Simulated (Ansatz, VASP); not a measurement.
## Two plane-wave programs on CdS

```
CELL_PARAMETERS angstrom
0.00000 3.00067 3.00067
3.00067 0.00000 3.00067
3.00067 3.00067 0.00000
ATOMIC_POSITIONS crystal
Cd 0.00000 0.00000 0.00000
S 0.75000 0.75000 0.75000
```

Change from the starting cell: volume scaled by 1.06, PAW files.

Alike in both runs: task electric field gradients; functional PBE; k mesh 7 × 7 × 7; occupations fermi-dirac, width 0.02 eV; no spin polarisation.

|  | VASP | Ansatz |
| --- | --- | --- |
| version | VASP 6.6.1 | Ansatz 0.2.0 |
| potentials or method | VASP PAW PBE potentials, release 64 (Cd, S) | PAW with Ansatz's default frozen-core files, scalar-relativistic |
| plane-wave cutoff (eV) | 520 | 420 |
| valence electrons in the cell | 18 | 26 |

Ansatz gave:

| Property | Result |
| --- | --- |
| gap on the k mesh at the Fermi level (eV) | 0.96 |
| pressure (GPa) | -1.8 |

Q: What did VASP give for the same quantities?

A: gap on the k mesh at the Fermi level (eV): 0.96; pressure (GPa): -1.6.

VASP's potentials hold 18 valence electrons a cell and Ansatz's 26, so a difference there can come from the potentials and not from the codes.
